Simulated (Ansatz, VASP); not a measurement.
# One calculation of Si, two programs

POSCAR

```
Si
1.0
    0.0000000000      2.6480945747      2.6480945747
    2.6480945747      0.0000000000      2.6480945747
    2.6480945747      2.6480945747      0.0000000000
Si
2
Direct
    0.5000000000      0.5000000000      0.5000000000
    0.7500000000      0.7500000000      0.7500000000
```

Contents of INCAR.step1:

```
SYSTEM = Si
ALGO = Normal
EDIFF = 1E-4
ENCUT = 520
GGA = PE
ISMEAR = -1
LASPH = .TRUE.
LCHARG = .FALSE.
LREAL = .FALSE.
LWAVE = .TRUE.
NBANDS = 11
NELM = 80
PREC = Accurate
SIGMA = 0.05
```

The input INCAR.step2:

```
SYSTEM = Si
ALGO = Normal
EDIFF = 1E-6
ENCUT = 520
ISIF = 2
ISMEAR = -1
ISTART = 1
LASPH = .TRUE.
LCHARG = .TRUE.
LELF = .TRUE.
LMIXTAU = .TRUE.
LREAL = .FALSE.
LVHAR = .TRUE.
LWAVE = .FALSE.
METAGGA = R2SCAN
NBANDS = 11
NELM = 80
PREC = Accurate
SIGMA = 0.05
```

File KPOINTS:

```
k-points
0
G
  9 9 9
  0 0 0
```

Input for Ansatz:

```yaml
crystal:
  lattice:
    - [0.0, 2.6480945747, 2.6480945747]
    - [2.6480945747, 0.0, 2.6480945747]
    - [2.6480945747, 2.6480945747, 0.0]
  atoms:
    - { symbol: Si, position: [0.5, 0.5, 0.5] }
    - { symbol: Si, position: [0.75, 0.75, 0.75] }
hamiltonian:
  xc: r2scan
  pseudopotentials:
    kind: paw
    azcp:
      Si: "pseudopotentials/Si.paw.azcp"
basis:
  ecutwfc: 500
  fft_grid_basis: typed
kpoints:
  mp_grid: { grid: [9, 9, 9], shift: [0, 0, 0] }
magnetization:
  spin_polarized: false
scf:
  occupations: { method: fermi_dirac, width: 0.05 }
output:
  stress: true
```

Alike in both runs: task single point; functional r2SCAN; k mesh 9 × 9 × 9; occupations fermi-dirac, width 0.05 eV; no spin polarisation.

|  | VASP | Ansatz |
| --- | --- | --- |
| version | VASP 6.6.1 | Ansatz 0.2.0 |
| potentials or method | VASP PAW PBE potentials, release 64 (Si), cutoff 520 eV | plane waves (500 eV) with PAW, scalar-relativistic |
| valence electrons in the cell | 8 | 8 |

Ansatz gave:

```
pressure (GPa) : 9.5
```

Q: Estimate VASP's values.

A: Pressure (GPa): 9.3.

VASP's potentials were made for PBE, not for r2SCAN. With one functional, cell and mesh, what is left measures potentials, basis and numerics.
